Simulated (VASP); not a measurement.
# Ni (Fm-3m) in VASP: further runs

Runs on Ni. Level: PBE. Tasks: single point, relaxation of cell and atoms.

Everything below comes from runs of VASP 6.6.1. Logs are shortened: lines on timing, memory, paths and dates and some standing lists are left out, and cuts for length are marked.

## 1. The cell of the first run

The structure is cubic, space group Fm-3m (No. 225). The conventional cell has a = 3.413 Å, b = 3.413 Å, c = 3.413 Å, α = 90.00°, β = 90.00°, γ = 90.00°. Within 3.2 Å of Ni (site symmetry m-3m) lie 12 Ni at 2.41 Å.

## 2. Single point, PBE, collinear spin, ferromagnetic start (volume scaled by 0.911, to set the pressure)

Contents of INCAR:

```
  ALGO = Normal
  EDIFF = 1E-7
  ENCUT = 520
  GGA = PE
  ISIF = 2
  ISMEAR = -1
  ISPIN = 2
  LASPH = T
  LCHARG = F
  LMAXMIX = 4
  LORBIT = 11
  LREAL = F
  LWAVE = F
  MAGMOM = 1
  NBANDS = 15
  NELM = 150
  PREC = Accurate
  SIGMA = 0.1
```

Contents of KPOINTS:

```
k-points
0
Gamma
  19 19 19
```

Contents of POSCAR:

```
Ni
1.0
    0.0000000000      1.7066035612      1.7066035612
    1.7066035612      0.0000000000      1.7066035612
    1.7066035612      1.7066035612      0.0000000000
Ni
1
Direct
    0.0000000000      0.0000000000      0.0000000000
```

Potentials or basis: VASP PAW PBE potentials, release 64 (Ni).

Command:

```console
> cat potpaw_PBE.64/Ni/POTCAR > POTCAR
> mpirun -np 1 vasp_std > vasp.out
```

OUTCAR:

```text
EDIFF = 1E-7
   ENCUT = 520
   GGA = PE
   ISIF = 2
   ISMEAR = -1
   ISPIN = 2
   LASPH = T
   LORBIT = 11
   LREAL = F
   NELM = 150
   PREC = Accurate

 ion  position               nearest neighbor table
   1  0.000  0.000  0.000-

  LATTYP: Found a face centered cubic cell.
 ALAT       =     3.4132071224

  Lattice vectors:

 A1 = (   0.0000000000,   1.7066035612,   1.7066035612)
 A2 = (   1.7066035612,   0.0000000000,   1.7066035612)
 A3 = (   1.7066035612,   1.7066035612,   0.0000000000)

Analysis of symmetry for initial positions (statically):
=====================================================================
 Subroutine PRICEL returns:
 Original cell was already a primitive cell.

 Routine SETGRP: Setting up the symmetry group for a
 face centered cubic supercell.

 Subroutine GETGRP returns: Found 48 space group operations
 (whereof 48 operations were pure point group operations)
 out of a pool of 48 trial point group operations.

The static configuration has the point symmetry O_h .

Analysis of symmetry for dynamics (positions and initial velocities):
=====================================================================
 Subroutine PRICEL returns:
 Original cell was already a primitive cell.

 Routine SETGRP: Setting up the symmetry group for a
 face centered cubic supercell.

 Subroutine GETGRP returns: Found 48 space group operations
 (whereof 48 operations were pure point group operations)
 out of a pool of 48 trial point group operations.

The dynamic configuration has the point symmetry O_h .

Analysis of structural, dynamic, and magnetic symmetry:
=====================================================================
 Subroutine PRICEL returns:
 Original cell was already a primitive cell.

 Routine SETGRP: Setting up the symmetry group for a
 face centered cubic supercell.

 Subroutine GETGRP returns: Found 48 space group operations
 (whereof 48 operations were pure point group operations)
 out of a pool of 48 trial point group operations.

The overall configuration has the point symmetry O_h .

 Subroutine INISYM returns: Found 48 space group operations
 (whereof 48 operations are pure point group operations),
 and found     1 'primitive' translations

----------------------------------------------------------------------------------------

                                     Primitive cell

  volume of cell :       9.9410

  direct lattice vectors                    reciprocal lattice vectors
     0.000000000  1.706603561  1.706603561    -0.292979583  0.292979583  0.292979583
     1.706603561  0.000000000  1.706603561     0.292979583 -0.292979583  0.292979583
     1.706603561  1.706603561  0.000000000     0.292979583  0.292979583 -0.292979583

  length of vectors
     2.413501902  2.413501902  2.413501902     0.507455524  0.507455524  0.507455524

  position of ions in fractional coordinates (direct lattice)
     0.000000000  0.000000000  0.000000000

  ion indices of the primitive-cell ions
   primitive index   ion index
                 1           1

----------------------------------------------------------------------------------------

 KPOINTS: k-points

Automatic generation of k-mesh.
 Grid dimensions read from file:
 generate k-points for:   19   19   19

 Generating k-lattice:

  Cartesian coordinates                     Fractional coordinates (reciprocal lattice)
    -0.015419978  0.015419978  0.015419978     0.052631579  0.000000000  0.000000000
     0.015419978 -0.015419978  0.015419978     0.000000000  0.052631579  0.000000000
     0.015419978  0.015419978 -0.015419978     0.000000000  0.000000000  0.052631579

  Length of vectors
     0.026708185  0.026708185  0.026708185

  Shift w.r.t. Gamma in fractional coordinates (k-lattice)
     0.000000000  0.000000000  0.000000000

 Subroutine IBZKPT returns following result:
 ===========================================

 Found    220 irreducible k-points:

 Following reciprocal coordinates:
            Coordinates               Weight
  0.000000  0.000000  0.000000      1.000000
  0.052632  0.000000  0.000000      8.000000
  0.105263  0.000000  0.000000      8.000000
  0.157895  0.000000  0.000000      8.000000
  0.210526  0.000000  0.000000      8.000000
  0.263158  0.000000  0.000000      8.000000
[... 16 lines left out ...]
 -0.315789  0.052632  0.000000     24.000000
 -0.263158  0.052632  0.000000     24.000000
 [... further k-points ...]
   k-points           NKPTS =    220   k-points in BZ     NKDIM =    220   number of bands    NBANDS=     15
   number of dos      NEDOS =    301   number of ions     NIONS =      1
   total plane-waves  NPLWV =   5832
   dimension x,y,z NGX =    18 NGY =   18 NGZ =   18
   dimension x,y,z NGXF=    36 NGYF=   36 NGZF=   36
   ions per type =               1
   NGX,Y,Z   is equivalent  to a cutoff of  12.40, 12.40, 12.40 a.u.
   NGXF,Y,Z  is equivalent  to a cutoff of  24.80, 24.80, 24.80 a.u.
 SYSTEM =  unknown system
   PREC   = accura    normal or accurate (medium, high low for compatibility)
   ISTART =      0    job   : 0-new  1-cont  2-samecut
   ICHARG =      2    charge: 1-file 2-atom 10-const
   ISPIN  =      2    spin polarized calculation?
   LNONCOLLINEAR =      F non collinear calculations
   LSORBIT =      F    spin-orbit coupling
   LASPH  =      T    aspherical Exc in radial PAW
   ENCUT  =  520.0 eV  38.22 Ry    6.18 a.u.   4.49  4.49  4.49*2*pi/ulx,y,z
   NELM   =    150;   NELMIN=  2; NELMDL= -5     # of ELM steps
   EDIFF  = 0.1E-06   stopping-criterion for ELM
   LREAL  =      F    real-space projection
   EDIFFG = 0.1E-05   stopping-criterion for IOM
   NSW    =      0    number of steps for IOM
   IBRION =     -1    ionic relax: 0-MD 1-quasi-New 2-CG
   NFREE  =      0    steps in history (QN), initial steepest desc. (CG)
   ISIF   =      2    stress and relaxation
   ISYM   =      2    0-nonsym 1-usesym 2-fastsym
   POTIM  = 0.5000    time-step for ionic-motion
   TEBEG  =    0.0;   TEEND  =   0.0 temperature during run
   PSTRESS=    0.0 pullay stress
   NELECT =      10.0000    total number of electrons
   NUPDOWN=      -1.0000    fix difference up-down
   EMIN   =  10.00;   EMAX   =-10.00  energy-range for DOS
   EFERMI =   0.00;   METHOD = LEGACY
   ISMEAR =    -1;   SIGMA  =   0.10  broadening in eV -4-tet -1-fermi 0-gaus
   EFERMI_NEDOS =   21; number of points for ismear=-14 and -15
   IALGO  =     38    algorithm
   IMIX   =      4    mixing-type and parameters
     AMIX     =   0.40;   BMIX     =  1.00
     AMIX_MAG =   1.60;   BMIX_MAG =  1.00
  volume/ion in A,a.u.               =       9.94        67.08
  Fermi-wavevector in a.u.,A,eV,Ry     =   1.640334  3.099781 36.609119  2.690694
  Thomas-Fermi vector in A             =   2.730989
   LORBIT       =     11    0 simple, 1 ext, 2 COOP (PROOUT), +10 PAW based schemes
   GGA     = PE    functional components
   LHFCALC =     F    Hartree Fock is set to
   AEXX    =    0.0000 exact exchange contribution
   IVDW    =     0    specifies the selected vdW correction
   LEPSILON=     F    determine dielectric tensor
   LRPA    =     F    only Hartree local field effects (RPA)
 spin polarized calculation
  energy-cutoff  :      520.00
  volume of cell :        9.94
 maximum number of plane-waves:       283
 NGX is ok and might be reduce to    18
   NGX =  9   NGY =  9   NGZ =  9

 number of electron      10.0000000 magnetization       1.0000000

 number of electron       9.9999993 magnetization       0.5726135

 Free energy of the ion-electron system (eV)
  ---------------------------------------------------
  ext. energy  EPLUGINS =         0.00000000
  ---------------------------------------------------
  free energy    TOTEN  =        -5.43598458 eV

  energy without entropy =       -5.38503138  energy(sigma->0) =       -5.41050798

 E-fermi :  10.7014     XC(G=0): -13.7965

 val. band max:       10.6994365454   @ k =  -0.2632   0.1579   0.0526
 cond. band min:      10.7034879504   @ k =   0.3684   0.2632   0.0000
 fundamental gap:      0.0040514049
 Fermi energy:        10.7013952035

 spin component 1

 k-point     1 :       0.0000    0.0000    0.0000
  band No.  band energies     occupation
      1       1.0595      1.00000
      2       8.0800      1.00000
      3       8.0800      1.00000
      4       8.0800      1.00000
      5       9.3980      1.00000
      6       9.3980      1.00000
      7      35.1992      0.00000
      8      39.7778      0.00000
      9      39.7778      0.00000
     10      39.7778      0.00000
     11      43.0802      0.00000
     12      43.0802      0.00000
     13      43.0802      0.00000
     14      45.7663      0.00000
     15      53.1926      0.00000
[... 397 lines left out ...]
 k-point    24 :      -0.2632    0.0526    0.0000
  band No.  band energies     occupation
      1       4.0032      1.00000
      2       7.6846      1.00000
      3       8.2910      1.00000
      4       8.3492      1.00000
      5       9.4248      1.00000
      6       9.7901      0.99989
      7      24.6251      0.00000
      8      33.7316      0.00000
      9      36.9335      0.00000
     10      39.5370      0.00000
     11      41.3078      0.00000
     12      42.5941      0.00000
     13      46.6673      0.00000
     14      50.0953      0.00000
     15      52.6090      0.00000

 [... further k-points ...]

 spin component 2

 k-point     1 :       0.0000    0.0000    0.0000
  band No.  band energies     occupation
      1       1.0336      1.00000
      2       8.7608      1.00000
      3       8.7608      1.00000
      4       8.7608      1.00000
      5       9.9469      0.99947
      6       9.9469      0.99947
      7      35.0620      0.00000
      8      39.7571      0.00000
      9      39.7571      0.00000
     10      39.7571      0.00000
     11      43.1822      0.00000
     12      43.1822      0.00000
     13      43.1822      0.00000
     14      45.6586      0.00000
     15      53.4045      0.00000
[... 397 lines left out ...]
 k-point    24 :      -0.2632    0.0526    0.0000
  band No.  band energies     occupation
      1       4.0347      1.00000
      2       8.2268      1.00000
      3       8.8978      1.00000
      4       8.9619      1.00000
      5      10.0505      0.99851
      6      10.4189      0.94403
      7      24.7865      0.00000
      8      33.7234      0.00000
      9      36.9345      0.00000
     10      39.6288      0.00000
     11      41.3453      0.00000
     12      42.5924      0.00000
     13      46.6825      0.00000
     14      50.1948      0.00000
     15      52.8540      0.00000

 [... further k-points ...]

------------------------ aborting loop because EDIFF is reached ----------------------------------------

  FORCE on cell =-STRESS in cart. coord.  units (eV):
  Direction    XX          YY          ZZ          XY          YZ          ZX
  --------------------------------------------------------------------------------------
  -------------------------------------------------------------------------------------
  Total        1.3962063      1.3962063      1.3962063      0.0000000      0.0000000      0.0000000
  in kB      225.0257588    225.0257588    225.0257588      0.0000000      0.0000000      0.0000000
  external PRESSURE =     225.0257588 kB  Pullay stress =       0.0000000 kB

 VOLUME and BASIS-vectors are now :
 -----------------------------------------------------------------------------
  energy-cutoff  :      520.00
  volume of cell :        9.94
      direct lattice vectors                 reciprocal lattice vectors
     0.000000000  1.706603561  1.706603561    -0.292979583  0.292979583  0.292979583
     1.706603561  0.000000000  1.706603561     0.292979583 -0.292979583  0.292979583
     1.706603561  1.706603561  0.000000000     0.292979583  0.292979583 -0.292979583

 POSITION                                       TOTAL-FORCE (eV/Angst)
 -----------------------------------------------------------------------------------
      0.00000      0.00000      0.00000        -0.000000     -0.000000     -0.000000
 -----------------------------------------------------------------------------------
    total drift:                                0.000000     -0.000000      0.000000

  FREE ENERGIE OF THE ION-ELECTRON SYSTEM (eV)
  ---------------------------------------------------
  free  energy   TOTEN  =        -5.4359845791 eV

  energy  without entropy=       -5.3850313787  energy(sigma->0) =       -5.41050798

 total charge

# of ion       s       p       d       tot
------------------------------------------
    1        0.538   0.583   8.365   9.487

 magnetization (x)

# of ion       s       p       d       tot
------------------------------------------
    1       -0.007  -0.025   0.607   0.576
```

Wall time 44 s (1 thread of Intel Xeon 6975P-C, shared host); peak memory 0.16 GiB.

What came out:

```
Free energy                                           : -5.4360 eV
Pressure                                              : 22.5 GPa
Net moment                                            : 0.57 μB per cell
Site moments                                          : Ni +0.58 μB
Valence electrons inside the program's atomic spheres : Ni 9.49
```

Levels at points of the mesh, in eV from the Fermi level:
Spin up:
| k point | band 2 | band 3 | band 4 | band 5 | band 6 | band 7 | band 8 | band 9 |
| --- | --- | --- | --- | --- | --- | --- | --- | --- |
| (0.00, 0.00, 0.00) | -2.62 | -2.62 | -2.62 | -1.30 | -1.30 | 24.50 | 29.08 | 29.08 |
Spin down:
```
           k point  band 2  band 3  band 4  band 5  band 6  band 7  band 8  band 9
(0.00, 0.00, 0.00)   -1.94   -1.94   -1.94   -0.75   -0.75   24.36   29.06   29.06
```

Caveat: the cell differs from its parent crystal (volume scaled by 0.911, to set the pressure).

[end of part 1 of 2]
